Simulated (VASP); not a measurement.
B: relaxation of cell and atoms with PBEsol

B:

```
B
1.0
     0.00000    1.67309    2.70341
     1.46775    0.00000    2.70341
     1.46775    1.67309    0.00000
B
2
Direct
  0.15691 0.15691 0.84309
  0.84309 0.84309 0.15691
```

```json
{
  "Program": "VASP 6.6.1",
  "Task": "relaxation of cell and atoms",
  "Functional": "PBEsol",
  "Potentials or basis": "VASP PAW PBE potentials, release 64 (B)",
  "Cutoff": "600 eV",
  "k mesh": "26 × 26 × 26",
  "Occupations": "gaussian, width 0.1 eV",
  "Spin": "no spin polarisation",
  "Dipole correction": "no",
  "Further INCAR settings": "ALGO = Normal; EDIFF = 1e-07; IBRION = 2; EDIFFG = -0.01; NSW = 100; ISIF = 3"
}
```

| Item | Value |
| --- | --- |
| Relaxed volume | 6.68 Å³/atom |
| Relaxed cell | a = 3.179 Å, b = 3.073 Å, c = 2.235 Å, α = 71.62°, β = 66.54°, γ = 41.84° |
| Space group after relaxing (to 0.05 Å) | Fmmm (No. 69) |
| Energy gained by relaxing | 0.4 meV/atom |
| Ionic steps | 5 |
| Pressure after relaxing | 0.0 GPa |
| Largest force after relaxing | 0.003 eV/Å |
| Band gap on the k mesh | zero (band 3 reaches 12.08 eV, above the bottom of band 4 at 4.64 eV) |

Forces in eV/Å, atoms in the order of the input:
```
B    0.000  0.000 -0.003
B    0.000  0.000  0.003
```

Stress tensor (GPa, compression positive):
```
-0.21  0.00  0.00
 0.00  0.14  0.00
 0.00  0.00  0.05
```

The path:
| step | energy change (eV) | largest force (eV/Å) | pressure (GPa) | volume (Å³) |
| --- | --- | --- | --- | --- |
| 1 | 0.0000 | 0.0729 | 0.74 | 13.28 |
| 2 | -0.0001 | 0.1909 | 0.51 | 13.34 |
| 3 | -0.0006 | 0.0648 | 0.60 | 13.31 |
| 4 | -0.0008 | 0.0184 | -0.14 | 13.37 |
| 5 | -0.0009 | 0.0034 | -0.01 | 13.36 |

Final structure:
```yaml
crystal:
  lattice:
    - [0.00000, 1.68203, 2.69802]
    - [1.47163, 0.00000, 2.69802]
    - [1.47163, 1.68203, 0.00000]
  atoms:
    - { symbol: B, position: [0.15686, 0.15686, 0.84314] }
    - { symbol: B, position: [0.84314, 0.84314, 0.15686] }
```

Levels at points of the mesh, in eV from the Fermi level:
| k point | band 1 | band 2 | band 3 | band 4 | band 5 | band 6 | band 7 |
| --- | --- | --- | --- | --- | --- | --- | --- |
| (0.00, 0.00, 0.00) | -16.68 | -3.17 | 3.32 | 4.78 | 7.16 | 11.12 | 11.20 |
| (0.50, 0.00, 0.00) | -10.00 | -9.39 | -4.05 | 3.70 | 8.00 | 10.41 | 14.79 |
| (0.50, 0.50, 0.00) | -13.72 | -11.29 | 2.64 | 4.75 | 13.89 | 15.66 | 16.01 |
| (0.50, 0.00, 0.50) | -7.83 | -3.80 | -3.11 | 0.39 | 3.09 | 3.47 | 9.45 |
| (0.00, 0.50, 0.50) | -5.60 | -5.12 | -2.03 | -1.23 | 0.40 | 1.66 | 11.64 |

Wall time 8.7 min on 1 thread of Intel Xeon 6975P-C, on a shared host, peak memory 0.36 GiB.

Caveat: the PAW data sets were made with another functional, which shifts forces and pressure a little.
